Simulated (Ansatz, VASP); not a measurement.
**MoS2: VASP beside Ansatz**

INCAR

```
SYSTEM = MoS2
PREC = Accurate
ENCUT = 520
EDIFF = 1E-7
ISMEAR = -1
SIGMA = 0.05
LREAL = .FALSE.
LASPH = .TRUE.
NELM = 60
ALGO = Normal
ISIF = 2
LWAVE = .FALSE.
LCHARG = .FALSE.
NBANDS = 20
```

The input KPOINTS:

```
regular mesh
0
G
  10 10 10
  0 0 0
```

Contents of POSCAR:

```
MoS2
1.0
    1.5960003060      0.9214512063      6.1554945136
   -1.5960003060      0.9214512063      6.1554945136
    0.0000000000     -1.8429024126      6.1554945136
Mo S
1 2
Direct
    0.0000000000      0.0000000000      0.0000000000
    0.2500000000      0.2500000000      0.2500000000
    0.7500000000      0.7500000000      0.7500000000
```

Contents of input.yaml:

```yaml
crystal:
  lattice:
    - [1.596000306, 0.9214512063, 6.1554945136]
    - [-1.596000306, 0.9214512063, 6.1554945136]
    - [0.0, -1.8429024126, 6.1554945136]
  atoms:
    - { symbol: Mo, position: [0.0, 0.0, 0.0] }
    - { symbol: S, position: [0.25, 0.25, 0.25] }
    - { symbol: S, position: [0.75, 0.75, 0.75] }
hamiltonian:
  xc: lda
  pseudopotentials: { kind: paw }
kpoints:
  mp_grid: { grid: [10, 10, 10] }
scf:
  occupations: { method: fermi_dirac, width: 0.05 }
output:
  forces: true
  stress: true
  eigenvalues: true
```

Alike in both runs: task single point; functional LDA; k mesh 10 × 10 × 10; occupations fermi-dirac, width 0.05 eV; no spin polarisation.

|  | VASP | Ansatz |
| --- | --- | --- |
| version | VASP 6.6.1 | Ansatz 0.2.0 |
| potentials or method | VASP PAW LDA potentials, release 64 (Mo_sv, S) | Ansatz PAW |
| plane-wave cutoff (eV) | 520 | 420 |
| valence electrons in the cell | 26 | 26 |

Ansatz gave:

* gap on the k mesh at the Fermi level (eV): none
* pressure (GPa): -2.8
* traceless stress, the component that is largest in VASP (GPa): 2.81
* rms of the force components (eV/Å): 0.111

**Question.** What did VASP give for the same quantities?

**Answer.** gap on the k mesh at the Fermi level (eV): none; pressure (GPa): -2.7; traceless stress, the component that is largest in VASP (GPa): 2.82; rms of the force components (eV/Å): 0.121.

LDA's correlation is that of Perdew and Zunger in VASP and of Perdew and Wang (1992) in Ansatz. Atom by atom the forces differ by 0.010 eV/Å (rms over components). A gap of «none» marks a metal or a gap that the smearing closes.
